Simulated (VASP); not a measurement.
# ZnSe (F-43m) in VASP: a series of runs

The runs below take ZnSe through single point, with PBE.

All numbers are computed with VASP 6.6.1; they aren't measurements. Logs are shortened: lines on timing, memory, paths and dates and some standing lists are left out, and cuts for length are marked.

### 1 The cell of the first run

It takes space group F-43m (No. 216, cubic). Conventional cell: a = 5.382 Å, b = 5.382 Å, c = 5.382 Å, α = 90.00°, β = 90.00°, γ = 90.00°. Within 3.1 Å of Zn (site symmetry -43m) lie 4 Se at 2.33 Å. Se (site symmetry -43m) has 4 Zn at 2.33 Å within 3.1 Å.

### 2 Single point, PBE (strain -5.0%)

File INCAR:

```
PREC = Accurate
ENCUT = 520
EDIFF = 1E-6
ISMEAR = 0
SIGMA = 0.01
LREAL = False
LASPH = True
NELM = 80
ALGO = Normal
ISIF = 2
LWAVE = False
LCHARG = False
GGA = PE
NBANDS = 16
```

File KPOINTS:

```
regular mesh
0
Gamma
  4 4 4
```

File POSCAR:

```
ZnSe
1.0
    0.0000000000      2.6907996506      2.6907996506
    2.6907996506      0.0000000000      2.6907996506
    2.6907996506      2.6907996506      0.0000000000
Zn Se
1 1
Direct
    0.0000000000      0.0000000000      0.0000000000
    0.2500000000      0.2500000000      0.2500000000
```

Potentials or basis: VASP PAW PBE potentials, release 64 (Zn, Se).

Command:

```sh
> cat potpaw_PBE.64/Zn/POTCAR potpaw_PBE.64/Se/POTCAR > POTCAR
> mpirun -np 1 vasp_std > vasp.out
```

OUTCAR:

```text
PREC = Accurate
   ENCUT = 520
   EDIFF = 1E-6
   ISMEAR = 0
   LREAL = False
   LASPH = True
   NELM = 80
   ISIF = 2
   GGA = PE

 ion  position               nearest neighbor table
   1  0.000  0.000  0.000-   2 2.33   2 2.33   2 2.33   2 2.33
   2  0.250  0.250  0.250-   1 2.33   1 2.33   1 2.33   1 2.33

  LATTYP: Found a face centered cubic cell.
 ALAT       =     5.3815993012

  Lattice vectors:

 A1 = (   0.0000000000,   2.6907996506,   2.6907996506)
 A2 = (   2.6907996506,   0.0000000000,   2.6907996506)
 A3 = (   2.6907996506,   2.6907996506,   0.0000000000)

Analysis of symmetry for initial positions (statically):
=====================================================================
 Subroutine PRICEL returns:
 Original cell was already a primitive cell.

 Routine SETGRP: Setting up the symmetry group for a
 face centered cubic supercell.

 Subroutine GETGRP returns: Found 24 space group operations
 (whereof 24 operations were pure point group operations)
 out of a pool of 48 trial point group operations.

The static configuration has the point symmetry T_d .

Analysis of symmetry for dynamics (positions and initial velocities):
=====================================================================
 Subroutine PRICEL returns:
 Original cell was already a primitive cell.

 Routine SETGRP: Setting up the symmetry group for a
 face centered cubic supercell.

 Subroutine GETGRP returns: Found 24 space group operations
 (whereof 24 operations were pure point group operations)
 out of a pool of 48 trial point group operations.

The dynamic configuration has the point symmetry T_d .

 Subroutine INISYM returns: Found 24 space group operations
 (whereof 24 operations are pure point group operations),
 and found     1 'primitive' translations

----------------------------------------------------------------------------------------

                                     Primitive cell

  volume of cell :      38.9649

  direct lattice vectors                    reciprocal lattice vectors
     0.000000000  2.690799651  2.690799651    -0.185818368  0.185818368  0.185818368
     2.690799651  0.000000000  2.690799651     0.185818368 -0.185818368  0.185818368
     2.690799651  2.690799651  0.000000000     0.185818368  0.185818368 -0.185818368

  length of vectors
     3.805365360  3.805365360  3.805365360     0.321846855  0.321846855  0.321846855

  position of ions in fractional coordinates (direct lattice)
     0.000000000  0.000000000  0.000000000
[... 60 lines left out ...]
   NELM   =     80;   NELMIN=  2; NELMDL= -5     # of ELM steps
   EDIFF  = 0.1E-05   stopping-criterion for ELM
   LREAL  =      F    real-space projection
   EDIFFG = 0.1E-04   stopping-criterion for IOM
   NSW    =      0    number of steps for IOM
   IBRION =     -1    ionic relax: 0-MD 1-quasi-New 2-CG
   NFREE  =      0    steps in history (QN), initial steepest desc. (CG)
   ISIF   =      2    stress and relaxation
   ISYM   =      2    0-nonsym 1-usesym 2-fastsym
   POTIM  = 0.5000    time-step for ionic-motion
   TEBEG  =    0.0;   TEEND  =   0.0 temperature during run
   PSTRESS=    0.0 pullay stress
   NELECT =      18.0000    total number of electrons
   NUPDOWN=      -1.0000    fix difference up-down
   EMIN   =  10.00;   EMAX   =-10.00  energy-range for DOS
   EFERMI =   0.00;   METHOD = LEGACY
   ISMEAR =     0;   SIGMA  =   0.01  broadening in eV -4-tet -1-fermi 0-gaus
   EFERMI_NEDOS =   21; number of points for ismear=-14 and -15
   IALGO  =     38    algorithm
   IMIX   =      4    mixing-type and parameters
     AMIX     =   0.40;   BMIX     =  1.00
     AMIX_MAG =   1.60;   BMIX_MAG =  1.00
  volume/ion in A,a.u.               =      19.48       131.47
  Fermi-wavevector in a.u.,A,eV,Ry     =   1.265535  2.391515 21.790817  1.601580
  Thomas-Fermi vector in A             =   2.398783
   LORBIT       =      0    0 simple, 1 ext, 2 COOP (PROOUT), +10 PAW based schemes
   GGA     = PE    functional components
   LHFCALC =     F    Hartree Fock is set to
   AEXX    =    0.0000 exact exchange contribution
   IVDW    =     0    specifies the selected vdW correction
   LEPSILON=     F    determine dielectric tensor
   LRPA    =     F    only Hartree local field effects (RPA)
 non-spin polarized calculation
 Gauss-broadening in eV      SIGMA  =   0.01
  energy-cutoff  :      520.00
  volume of cell :       38.96
 maximum number of plane-waves:      1067
   NGX = 15   NGY = 15   NGZ = 15

 number of electron      18.0000009 magnetization

 Free energy of the ion-electron system (eV)
  ---------------------------------------------------
  ext. energy  EPLUGINS =         0.00000000
  ---------------------------------------------------
  free energy    TOTEN  =        -5.57954935 eV

  energy without entropy =       -5.57954935  energy(sigma->0) =       -5.57954935

 E-fermi :   3.1871     XC(G=0): -10.0354

 val. band max:        3.1135975629   @ k =   0.0000   0.0000   0.0000
 cond. band min:       5.0602020150   @ k =   0.0000   0.0000   0.0000
 fundamental gap:      1.9466044521
 Fermi energy:         3.1870621170

 k-point     1 :       0.0000    0.0000    0.0000
  band No.  band energies     occupation
      1     -11.2756      2.00000
      2      -4.1590      2.00000
      3      -4.1590      2.00000
      4      -4.1590      2.00000
      5      -3.6360      2.00000
      6      -3.6360      2.00000
[... 129 lines left out ...]
      3      -3.8608      2.00000
      4      -3.7184      2.00000
      5      -3.6762      2.00000
      6      -3.1886      2.00000
[... 8 lines left out ...]
     15      17.7388      0.00000
     16      18.0938      0.00000

------------------------ aborting loop because EDIFF is reached ----------------------------------------

  FORCE on cell =-STRESS in cart. coord.  units (eV):
  Direction    XX          YY          ZZ          XY          YZ          ZX
  --------------------------------------------------------------------------------------
  -------------------------------------------------------------------------------------
  Total        4.2593640      4.2593640      4.2593640      0.0000000      0.0000000      0.0000000
  in kB      175.1383502    175.1383502    175.1383502      0.0000000      0.0000000      0.0000000
  external PRESSURE =     175.1383502 kB  Pullay stress =       0.0000000 kB

 VOLUME and BASIS-vectors are now :
 -----------------------------------------------------------------------------
  energy-cutoff  :      520.00
  volume of cell :       38.96
      direct lattice vectors                 reciprocal lattice vectors
     0.000000000  2.690799651  2.690799651    -0.185818368  0.185818368  0.185818368
     2.690799651  0.000000000  2.690799651     0.185818368 -0.185818368  0.185818368
     2.690799651  2.690799651  0.000000000     0.185818368  0.185818368 -0.185818368

 POSITION                                       TOTAL-FORCE (eV/Angst)
 -----------------------------------------------------------------------------------
      0.00000      0.00000      0.00000        -0.000000      0.000000      0.000000
      1.34540      1.34540      1.34540         0.000000     -0.000000     -0.000000
 -----------------------------------------------------------------------------------
    total drift:                                0.000002      0.000002      0.000002

  FREE ENERGIE OF THE ION-ELECTRON SYSTEM (eV)
  ---------------------------------------------------
  free  energy   TOTEN  =        -5.5795493487 eV

  energy  without entropy=       -5.5795493487  energy(sigma->0) =       -5.57954935
```

OSZICAR:

```text
N       E                     dE             d eps       ncg     rms          rms(c)
DAV:   1     0.903463496529E+02    0.90346E+02   -0.88152E+03   256   0.136E+03
DAV:   2    -0.718163704053E+00   -0.91065E+02   -0.85401E+02   296   0.265E+02
DAV:   3    -0.586488233432E+01   -0.51467E+01   -0.51331E+01   328   0.616E+01
DAV:   4    -0.589816012415E+01   -0.33278E-01   -0.33276E-01   320   0.521E+00
DAV:   5    -0.589830540709E+01   -0.14528E-03   -0.14528E-03   320   0.311E-01    0.647E+00
DAV:   6    -0.560636827064E+01    0.29194E+00   -0.56894E-01   344   0.265E+01    0.478E+00
DAV:   7    -0.557955125659E+01    0.26817E-01   -0.20235E-01   280   0.417E+00    0.197E+00
DAV:   8    -0.557930028651E+01    0.25097E-03   -0.61141E-03   376   0.109E+00    0.529E-01
DAV:   9    -0.557944434447E+01   -0.14406E-03   -0.14774E-03   272   0.309E-01    0.646E-02
DAV:  10    -0.557955840829E+01   -0.11406E-03   -0.29863E-04   336   0.173E-01    0.340E-02
DAV:  11    -0.557954856321E+01    0.98451E-05   -0.58838E-05   296   0.837E-02    0.102E-02
DAV:  12    -0.557954934873E+01   -0.78552E-06   -0.72617E-06   336   0.189E-02
   1 F= -.55795493E+01 E0= -.55795493E+01  d E =-.962040E-27
```

stdout:

```text
POSCAR found type information on POSCAR ZnSe
 POSCAR found :  2 types and       2 ions
 scaLAPACK will be used
 LDA part: xc-table for (Slater+PW92), standard interpolation
 POSCAR, INCAR and KPOINTS ok, starting setup
 FFT: planning ... GRIDC
 FFT: planning ... GRID_SOFT
 FFT: planning ... GRID
 WAVECAR not read
 entering main loop
```

It took 4.1 s on 1 thread of Intel Xeon Platinum 8481C at 2.70GHz (Sapphire Rapids), shared host; peak memory 0.15 GiB.

What came out:

```yaml
Free_energy: -5.5795 eV
Pressure: 17.5 GPa
Band_gap_on_the_k_mesh: 1.95 eV, direct
```

Caveat: the k points lie up to 0.51 Å⁻¹ apart; the cell differs from its parent crystal (strain -5.0%).

### 3 Single point, PBE

This run uses another cell than the first one, of 22.72 Å³/atom, 1.166 times its volume.

File INCAR:

```
ALGO = Normal
EDIFF = 1E-7
ENCUT = 520
GGA = PE
ISIF = 2
ISMEAR = 0
LASPH = T
LCHARG = T
LELF = T
LREAL = F
LVHAR = T
LWAVE = F
NBANDS = 16
NELM = 60
PREC = Accurate
SIGMA = 0.01
```

File KPOINTS:

```
k-points
0
Gamma
  4 4 4
```

File POSCAR:

```
ZnSe
1.0
    0.0000000000      2.8324206848      2.8324206848
    2.8324206848      0.0000000000      2.8324206848
    2.8324206848      2.8324206848      0.0000000000
Zn Se
1 1
Direct
    0.0000000000      0.0000000000      0.0000000000
    0.2500000000      0.2500000000      0.2500000000
```

Potentials or basis: VASP PAW PBE potentials, release 64 (Zn, Se).

Command:

```sh
> cat potpaw_PBE.64/Zn/POTCAR potpaw_PBE.64/Se/POTCAR > POTCAR
> mpirun -np 1 vasp_std > vasp.out
```

OUTCAR:

```text
EDIFF = 1E-7
   ENCUT = 520
   GGA = PE
   ISIF = 2
   ISMEAR = 0
   LASPH = T
   LREAL = F
   NELM = 60
   PREC = Accurate

 ion  position               nearest neighbor table
   1  0.000  0.000  0.000-   2 2.45   2 2.45   2 2.45   2 2.45
   2  0.250  0.250  0.250-   1 2.45   1 2.45   1 2.45   1 2.45

  LATTYP: Found a face centered cubic cell.
 ALAT       =     5.6648413696

  Lattice vectors:

 A1 = (   0.0000000000,   2.8324206848,   2.8324206848)
[... 320 lines left out ...]
------------------------ aborting loop because EDIFF is reached ----------------------------------------

  FORCE on cell =-STRESS in cart. coord.  units (eV):
  Direction    XX          YY          ZZ          XY          YZ          ZX
  --------------------------------------------------------------------------------------
  -------------------------------------------------------------------------------------
  Total        0.7908382      0.7908382      0.7908382      0.0000000      0.0000000     -0.0000000
  in kB       27.8801401     27.8801401     27.8801401      0.0000000      0.0000000     -0.0000000
  external PRESSURE =      27.8801401 kB  Pullay stress =       0.0000000 kB

 VOLUME and BASIS-vectors are now :
 -----------------------------------------------------------------------------
  energy-cutoff  :      520.00
  volume of cell :       45.45
      direct lattice vectors                 reciprocal lattice vectors
     0.000000000  2.832420685  2.832420685    -0.176527450  0.176527450  0.176527450
     2.832420685  0.000000000  2.832420685     0.176527450 -0.176527450  0.176527450
     2.832420685  2.832420685  0.000000000     0.176527450  0.176527450 -0.176527450

 POSITION                                       TOTAL-FORCE (eV/Angst)
 -----------------------------------------------------------------------------------
      0.00000      0.00000      0.00000        -0.000000     -0.000000     -0.000000
      1.41621      1.41621      1.41621         0.000000      0.000000      0.000000
 -----------------------------------------------------------------------------------
    total drift:                               -0.000001     -0.000001     -0.000001

  FREE ENERGIE OF THE ION-ELECTRON SYSTEM (eV)
  ---------------------------------------------------
  free  energy   TOTEN  =        -5.9519991852 eV

  energy  without entropy=       -5.9519991852  energy(sigma->0) =       -5.95199919
```

OSZICAR:

```text
N       E                     dE             d eps       ncg     rms          rms(c)
DAV:   1     0.856113521205E+02    0.85611E+02   -0.82848E+03   256   0.124E+03
DAV:   2    -0.118696317517E+01   -0.86798E+02   -0.81304E+02   288   0.245E+02
DAV:   3    -0.621752597064E+01   -0.50306E+01   -0.50139E+01   336   0.586E+01
DAV:   4    -0.625654497196E+01   -0.39019E-01   -0.39015E-01   296   0.557E+00
DAV:   5    -0.625673649266E+01   -0.19152E-03   -0.19152E-03   328   0.354E-01    0.478E+00
DAV:   6    -0.597296818032E+01    0.28377E+00   -0.54554E-01   384   0.236E+01    0.365E+00
DAV:   7    -0.595146599385E+01    0.21502E-01   -0.15849E-01   288   0.349E+00    0.155E+00
DAV:   8    -0.595154762877E+01   -0.81635E-04   -0.49039E-03   336   0.697E-01    0.459E-01
DAV:   9    -0.595188043069E+01   -0.33280E-03   -0.12090E-03   296   0.264E-01    0.674E-02
DAV:  10    -0.595199742410E+01   -0.11699E-03   -0.18704E-04   312   0.988E-02    0.220E-02
DAV:  11    -0.595199781952E+01   -0.39542E-06   -0.37842E-05   288   0.454E-02    0.542E-03
DAV:  12    -0.595199916014E+01   -0.13406E-05   -0.40225E-06   312   0.121E-02    0.330E-03
DAV:  13    -0.595199918519E+01   -0.25048E-07   -0.48255E-07   296   0.551E-03
   1 F= -.59519992E+01 E0= -.59519992E+01  d E =-.337661E-44
```

It took 5.7 s on 1 thread of Intel Xeon Platinum 8481C at 2.70GHz (Sapphire Rapids), shared host; peak memory 0.16 GiB.

What came out:

```
Free energy            : -5.9520 eV
Pressure               : 2.8 GPa
Band gap on the k mesh : 1.28 eV, direct
```

Caveat: the k points lie up to 0.48 Å⁻¹ apart. As with any semilocal functional, this PBE gap is likely too small.
